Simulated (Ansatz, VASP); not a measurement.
## Ga: VASP beside Ansatz

```xyz
1
Lattice="-1.4461 1.4461 2.2290 1.4461 -1.4461 2.2290 1.4461 1.4461 -2.2290" Properties=species:S:1:pos:R:3 pbc="T T T"
Ga    0.0000    0.0000    0.0000
```

Change from the starting cell: strain +0.030 along x and y, +0.000 along z, atoms carried along.

Alike in both runs: task single point; functional r2SCAN; k mesh 24 × 24 × 24; occupations gaussian, width 0.15 eV; no spin polarisation.

```csv
,VASP,Ansatz
version,VASP 6.6.1,Ansatz 0.2.0
potentials or method,"VASP PAW PBE potentials, release 64 (Ga_d), cutoff 520 eV","scalar-relativistic, plane waves, PAW"
valence electrons in the cell,13,13
```

```tsv
	VASP	Ansatz	Ansatz less VASP
gap on the k mesh at the Fermi level (eV)	none	none	-
pressure (GPa)	-2.2	-2.3	-0.08
```

VASP's potentials were made for PBE, not for r2SCAN. A gap of «none» marks a metal or a gap that the smearing closes.
